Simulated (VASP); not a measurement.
# Sb (P4/mmm) in VASP: a series of runs

Runs on Sb. Level: r2SCAN. Tasks: single point.

Program: VASP 6.6.1. These are calculated values, not measurements. Logs are shortened: lines on timing, memory, paths and dates and some standing lists are left out, and cuts for length are marked.

### 1 The cell of the first run

It takes space group P4/mmm (No. 123, tetragonal). Conventional cell: a = 3.203 Å, b = 3.203 Å, c = 3.075 Å, α = 90.00°, β = 90.00°, γ = 90.00°. Within 4.0 Å of Sb (site symmetry 4/mmm) lie 6 Sb at 3.08 to 3.20 Å.

### 2 Single point, r2SCAN

POSCAR

```
Sb
1.0
    3.2032930510      0.0000000000      0.0000000000
    0.0000000000      3.2032930510      0.0000000000
    0.0000000000      0.0000000000      3.0751613290
Sb
1
Direct
    0.0000000000      0.0000000000      0.0000000000
```

INCAR.step1

```
PREC = Accurate
ENCUT = 520
ISMEAR = 0
SIGMA = 0.15
LREAL = False
LASPH = True
NELM = 100
NBANDS = 8
GGA = PE
ALGO = Normal
EDIFF = 1E-4
LWAVE = True
LCHARG = False
```

INCAR.step2

```
PREC = Accurate
ENCUT = 520
EDIFF = 1E-6
ISMEAR = 0
SIGMA = 0.15
LREAL = False
LASPH = True
NELM = 100
ALGO = Normal
ISIF = 2
LWAVE = False
LCHARG = True
METAGGA = R2SCAN
LMIXTAU = True
LELF = True
LVHAR = True
NBANDS = 8
ISTART = 1
```

KPOINTS

```
regular mesh
0
Gamma
  16 16 16
```

Potentials or basis: VASP PAW PBE potentials, release 64 (Sb).

Launch:

```bash
$ cat potpaw_PBE.64/Sb/POTCAR > POTCAR
$ cp INCAR.step1 INCAR
$ mpirun -np 1 vasp_std > vasp.out
$ cp INCAR.step2 INCAR
$ mpirun -np 1 vasp_std > vasp.out
```

OUTCAR:

```text
PREC = Accurate
   ENCUT = 520
   EDIFF = 1E-6
   ISMEAR = 0
   LREAL = False
   LASPH = True
   NELM = 100
   ISIF = 2
   METAGGA = R2SCAN
   ISTART = 1

 ion  position               nearest neighbor table
   1  0.000  0.000  0.000-

  LATTYP: Found a simple tetragonal cell.
 ALAT       =     3.2032930510
 C/A-ratio  =     0.9600000000

  Lattice vectors:

 A1 = (   3.2032930510,   0.0000000000,   0.0000000000)
 A2 = (   0.0000000000,   3.2032930510,   0.0000000000)
 A3 = (   0.0000000000,   0.0000000000,   3.0751613290)

Analysis of symmetry for initial positions (statically):
=====================================================================
 Subroutine PRICEL returns:
 Original cell was already a primitive cell.

 Routine SETGRP: Setting up the symmetry group for a
 simple tetragonal supercell.

 Subroutine GETGRP returns: Found 16 space group operations
 (whereof 16 operations were pure point group operations)
 out of a pool of 16 trial point group operations.

The static configuration has the point symmetry D_4h.

Analysis of symmetry for dynamics (positions and initial velocities):
=====================================================================
 Subroutine PRICEL returns:
 Original cell was already a primitive cell.

 Routine SETGRP: Setting up the symmetry group for a
 simple tetragonal supercell.

 Subroutine GETGRP returns: Found 16 space group operations
 (whereof 16 operations were pure point group operations)
 out of a pool of 16 trial point group operations.

The dynamic configuration has the point symmetry D_4h.

 Subroutine INISYM returns: Found 16 space group operations
 (whereof 16 operations are pure point group operations),
 and found     1 'primitive' translations

----------------------------------------------------------------------------------------

                                     Primitive cell

  volume of cell :      31.5545

  direct lattice vectors                    reciprocal lattice vectors
     3.203293051  0.000000000  0.000000000     0.312178744  0.000000000  0.000000000
     0.000000000  3.203293051  0.000000000     0.000000000  0.312178744  0.000000000
     0.000000000  0.000000000  3.075161329     0.000000000  0.000000000  0.325186191

  length of vectors
     3.203293051  3.203293051  3.075161329     0.312178744  0.312178744  0.325186191

  position of ions in fractional coordinates (direct lattice)
     0.000000000  0.000000000  0.000000000

  ion indices of the primitive-cell ions
   primitive index   ion index
                 1           1

----------------------------------------------------------------------------------------

 KPOINTS: regular mesh

Automatic generation of k-mesh.
 Grid dimensions read from file:
 generate k-points for:   16   16   16

 Generating k-lattice:

  Cartesian coordinates                     Fractional coordinates (reciprocal lattice)
     0.019511171  0.000000000  0.000000000     0.062500000  0.000000000  0.000000000
     0.000000000  0.019511171  0.000000000     0.000000000  0.062500000  0.000000000
     0.000000000  0.000000000  0.020324137     0.000000000  0.000000000  0.062500000

  Length of vectors
     0.019511171  0.019511171  0.020324137

  Shift w.r.t. Gamma in fractional coordinates (k-lattice)
     0.000000000  0.000000000  0.000000000

 Subroutine IBZKPT returns following result:
 ===========================================

 Found    405 irreducible k-points:

 Following reciprocal coordinates:
            Coordinates               Weight
  0.000000  0.000000  0.000000      1.000000
  0.062500  0.000000  0.000000      4.000000
  0.125000  0.000000  0.000000      4.000000
  0.187500  0.000000  0.000000      4.000000
  0.250000  0.000000  0.000000      4.000000
  0.312500  0.000000  0.000000      4.000000
[... 16 lines left out ...]
  0.437500  0.125000  0.000000      8.000000
  0.500000  0.125000  0.000000      4.000000
 [... further k-points ...]
   k-points           NKPTS =    405   k-points in BZ     NKDIM =    405   number of bands    NBANDS=      8
   number of dos      NEDOS =    301   number of ions     NIONS =      1
   total plane-waves  NPLWV =  13824
   dimension x,y,z NGX =    24 NGY =   24 NGZ =   24
   dimension x,y,z NGXF=    48 NGYF=   48 NGZF=   48
   ions per type =               1
   NGX,Y,Z   is equivalent  to a cutoff of  12.46, 12.46, 12.97 a.u.
   NGXF,Y,Z  is equivalent  to a cutoff of  24.91, 24.91, 25.95 a.u.
 SYSTEM =  unknown system
   PREC   = accura    normal or accurate (medium, high low for compatibility)
   ISTART =      1    job   : 0-new  1-cont  2-samecut
   ICHARG =      0    charge: 1-file 2-atom 10-const
   ISPIN  =      1    spin polarized calculation?
   LNONCOLLINEAR =      F non collinear calculations
   LSORBIT =      F    spin-orbit coupling
   LASPH  =      T    aspherical Exc in radial PAW
   ENCUT  =  520.0 eV  38.22 Ry    6.18 a.u.   5.96  5.96  5.72*2*pi/ulx,y,z
   NELM   =    100;   NELMIN=  2; NELMDL=  0     # of ELM steps
   EDIFF  = 0.1E-05   stopping-criterion for ELM
   LREAL  =      F    real-space projection
   EDIFFG = 0.1E-04   stopping-criterion for IOM
   NSW    =      0    number of steps for IOM
   IBRION =     -1    ionic relax: 0-MD 1-quasi-New 2-CG
   NFREE  =      0    steps in history (QN), initial steepest desc. (CG)
   ISIF   =      2    stress and relaxation
   ISYM   =      2    0-nonsym 1-usesym 2-fastsym
   POTIM  = 0.5000    time-step for ionic-motion
   TEBEG  =    0.0;   TEEND  =   0.0 temperature during run
   PSTRESS=    0.0 pullay stress
   NELECT =       5.0000    total number of electrons
   NUPDOWN=      -1.0000    fix difference up-down
   EMIN   =  10.00;   EMAX   =-10.00  energy-range for DOS
   EFERMI =   0.00;   METHOD = LEGACY
   ISMEAR =     0;   SIGMA  =   0.15  broadening in eV -4-tet -1-fermi 0-gaus
   EFERMI_NEDOS =   21; number of points for ismear=-14 and -15
   IALGO  =     38    algorithm
   IMIX   =      4    mixing-type and parameters
     AMIX     =   0.40;   BMIX     =  1.00
     AMIX_MAG =   1.60;   BMIX_MAG =  1.00
  volume/ion in A,a.u.               =      31.55       212.94
  Fermi-wavevector in a.u.,A,eV,Ry     =   0.885886  1.674081 10.677766  0.784794
  Thomas-Fermi vector in A             =   2.006979
   LORBIT       =      0    0 simple, 1 ext, 2 COOP (PROOUT), +10 PAW based schemes
   METAGGA = R2SCAN    functional components
   LHFCALC =     F    Hartree Fock is set to
   AEXX    =    0.0000 exact exchange contribution
   IVDW    =     0    specifies the selected vdW correction
   LEPSILON=     F    determine dielectric tensor
   LRPA    =     F    only Hartree local field effects (RPA)
 non-spin polarized calculation
 Gauss-broadening in eV      SIGMA  =   0.15
  energy-cutoff  :      520.00
  volume of cell :       31.55
 maximum number of plane-waves:       872
 NGX is ok and might be reduce to    24

 number of electron       5.0000000 magnetization

 Free energy of the ion-electron system (eV)
  ---------------------------------------------------
  ext. energy  EPLUGINS =         0.00000000
  ---------------------------------------------------
  free energy    TOTEN  =       -25.60683186 eV

  energy without entropy =      -25.60181969  energy(sigma->0) =      -25.60432578

 E-fermi :   6.3706     XC(G=0):  -9.8588

 val. band max:        6.3605232572   @ k =   0.1875   0.1250   0.1875
 cond. band min:       6.3750725854   @ k =   0.0000   0.0000   0.1875
 fundamental gap:      0.0145493282
 Fermi energy:         6.3706410170

 k-point     1 :       0.0000    0.0000    0.0000
  band No.  band energies     occupation
      1      -6.1943      2.00000
      2       9.2604      0.00000
      3       9.2604      0.00000
      4      10.4410      0.00000
      5      13.3089      0.00000
      6      13.6044      0.00000
      7      15.3652      0.00000
      8      24.0959      0.00000

 k-point     2 :       0.0625    0.0000    0.0000
  band No.  band energies     occupation
      1      -6.1406      2.00000
      2       8.5709      0.00000
      3       9.3120      0.00000
      4      10.4932      0.00000
      5      13.4975      0.00000
      6      14.1028      0.00000
      7      15.5423      0.00000
      8      23.5105      0.00000

 k-point     3 :       0.1250    0.0000    0.0000
  band No.  band energies     occupation
      1      -5.9809      2.00000
      2       7.1937      0.00000
      3       9.4635      0.00000
      4      10.6466      0.00000
      5      13.6531      0.00000
      6      14.9324      0.00000
      7      16.4509      0.00000
      8      22.4527      0.00000

 k-point     4 :       0.1875    0.0000    0.0000
  band No.  band energies     occupation
      1      -5.7204      2.00000
      2       5.7074      2.00000
      3       9.7047      0.00000
      4      10.8910      0.00000
      5      13.8769      0.00000
      6      15.3535      0.00000
      7      18.1199      0.00000
      8      21.3414      0.00000

 k-point     5 :       0.2500    0.0000    0.0000
  band No.  band energies     occupation
      1      -5.3700      2.00000
      2       4.2858      2.00000
      3      10.0166      0.00000
      4      11.2070      0.00000
      5      14.1782      0.00000
      6      15.7342      0.00000
      7      19.8484      0.00000
      8      20.2802      0.00000
[... 177 lines left out ...]
 k-point    22 :       0.3750    0.1250    0.0000
  band No.  band energies     occupation
      1      -4.2995      2.00000
      2       2.1426      2.00000
      3       8.7238      0.00000
      4      12.1152      0.00000
      5      15.3076      0.00000
      6      16.2463      0.00000
      7      18.3262      0.00000
      8      19.7366      0.00000

 k-point    23 :       0.4375    0.1250    0.0000
  band No.  band energies     occupation
      1      -3.9345      2.00000
      2       1.3968      2.00000
      3       9.0169      0.00000
      4      12.3756      0.00000
      5      14.7766      0.00000
      6      16.5942      0.00000
      7      18.7306      0.00000
      8      19.2300      0.00000

 k-point    24 :       0.5000    0.1250    0.0000
  band No.  band energies     occupation
      1      -3.7846      2.00000
      2       1.1193      2.00000
      3       9.1315      0.00000
      4      12.4745      0.00000
      5      14.5763      0.00000
      6      16.7507      0.00000
      7      18.9573      0.00000
      8      19.0485      0.00000

 [... further k-points ...]

------------------------ aborting loop because EDIFF is reached ----------------------------------------

  FORCE on cell =-STRESS in cart. coord.  units (eV):
  Direction    XX          YY          ZZ          XY          YZ          ZX
  --------------------------------------------------------------------------------------
  -------------------------------------------------------------------------------------
  Total       -0.9060284     -0.9060284     -0.2880221      0.0000000     -0.0000000     -0.0000000
  in kB      -46.0035271    -46.0035271    -14.6242995      0.0000000     -0.0000000     -0.0000000
  external PRESSURE =     -35.5437846 kB  Pullay stress =       0.0000000 kB

 VOLUME and BASIS-vectors are now :
 -----------------------------------------------------------------------------
  energy-cutoff  :      520.00
  volume of cell :       31.55
      direct lattice vectors                 reciprocal lattice vectors
     3.203293051  0.000000000  0.000000000     0.312178744  0.000000000  0.000000000
     0.000000000  3.203293051  0.000000000     0.000000000  0.312178744  0.000000000
     0.000000000  0.000000000  3.075161329     0.000000000  0.000000000  0.325186191

 POSITION                                       TOTAL-FORCE (eV/Angst)
 -----------------------------------------------------------------------------------
      0.00000      0.00000      0.00000         0.000000      0.000000      0.000000
 -----------------------------------------------------------------------------------
    total drift:                               -0.000000      0.000000     -0.000000

  FREE ENERGIE OF THE ION-ELECTRON SYSTEM (eV)
  ---------------------------------------------------
  free  energy   TOTEN  =       -25.6068318646 eV

  energy  without entropy=      -25.6018196945  energy(sigma->0) =      -25.60432578
```

Wall time 3.3 min (1 thread of Intel Xeon 8259CL, shared host); peak memory 0.23 GiB.

Results:

```yaml
Free_energy: -25.6068 eV
Pressure: -3.6 GPa
Band_gap_on_the_k_mesh: zero (an odd number of electrons rules out a gap without spin polarisation)
```

Stress tensor (GPa, compression positive):
```
-4.60  0.00  0.00
 0.00 -4.60  0.00
 0.00  0.00 -1.46
```

Caveat: the cell stands under tension; the PAW data sets were made with another functional, which shifts forces and pressure a little; spin-orbit coupling is left out, which moves the levels of the heavy elements.

### 3 Single point, r2SCAN

This run uses another cell than the first one, of the same volume but with other edges.

POSCAR

```
Sb
1.0
    3.1090233439      0.0000000000      0.0000000000
    0.0000000000      3.1090233439      0.0000000000
    0.0000000000      0.0000000000      3.2644745111
Sb
1
Direct
    0.0000000000      0.0000000000      0.0000000000
```

INCAR.step1

```
PREC     = Accurate       # precision mode
ENCUT    = 520            # plane-wave cutoff, eV
ISMEAR   = 0              # smearing method
SIGMA    = 0.15           # smearing width, eV
LREAL    = False          # projectors in reciprocal space
LASPH    = True           # aspherical terms in the spheres
NELM     = 100            # most SCF steps
NBANDS   = 8              # bands
GGA      = PE             # functional
ALGO     = Normal         # electronic algorithm
EDIFF    = 1E-4           # SCF threshold, eV
LWAVE    = True           # write WAVECAR
LCHARG   = False          # write CHGCAR
```

INCAR.step2

```
PREC     = Accurate       # precision mode
ENCUT    = 520            # plane-wave cutoff, eV
EDIFF    = 1E-6           # SCF threshold, eV
ISMEAR   = 0              # smearing method
SIGMA    = 0.15           # smearing width, eV
LREAL    = False          # projectors in reciprocal space
LASPH    = True           # aspherical terms in the spheres
NELM     = 100            # most SCF steps
ALGO     = Normal         # electronic algorithm
ISIF     = 2              # what is computed and relaxed
LWAVE    = False          # write WAVECAR
LCHARG   = True           # write CHGCAR
METAGGA  = R2SCAN         # meta-GGA
LMIXTAU  = True         
LELF     = True           # ELF
LVHAR    = True         
NBANDS   = 8              # bands
ISTART   = 1
```

KPOINTS is that of step 2.

Potentials or basis: VASP PAW PBE potentials, release 64 (Sb).

Launch:

```bash
$ cat potpaw_PBE.64/Sb/POTCAR > POTCAR
$ cp INCAR.step1 INCAR
$ mpirun -np 1 vasp_std > vasp.out
$ cp INCAR.step2 INCAR
$ mpirun -np 1 vasp_std > vasp.out
```

Run time: 4.2 min. Hardware: 1 thread of Intel Xeon 8259CL, shared host; peak memory 0.23 GiB.

The run converged. Its results:

```yaml
Free_energy: -25.6012 eV
Pressure: -3.4 GPa
Band_gap_on_the_k_mesh: zero (an odd number of electrons rules out a gap without spin polarisation)
```

Stress tensor (GPa, compression positive):
```
-2.01  0.00  0.00
 0.00 -2.01  0.00
 0.00  0.00 -6.28
```

Levels at points of the mesh, in eV from the Fermi level:
```tsv
k point	band 1	band 2	band 3	band 4	band 5	band 6	band 7
(0.00, 0.00, 0.00)	-12.58	2.39	3.73	3.73	6.69	7.48	8.99
(0.50, 0.00, 0.00)	-10.00	-5.55	4.49	5.86	9.08	10.74	11.01
(0.50, 0.50, 0.00)	-7.21	-3.48	-3.48	2.74	6.63	12.79	13.05
(0.00, 0.00, 0.50)	-10.60	-5.40	5.36	5.36	9.16	11.63	12.06
(0.50, 0.00, 0.50)	-7.88	-3.91	-3.25	2.65	7.52	13.17	13.76
(0.50, 0.50, 0.50)	-4.80	-1.95	-1.95	-1.21	5.00	5.40	5.40
```

Caveat: the cell stands under tension; the PAW data sets were made with another functional, which shifts forces and pressure a little; spin-orbit coupling is left out, which moves the levels of the heavy elements.
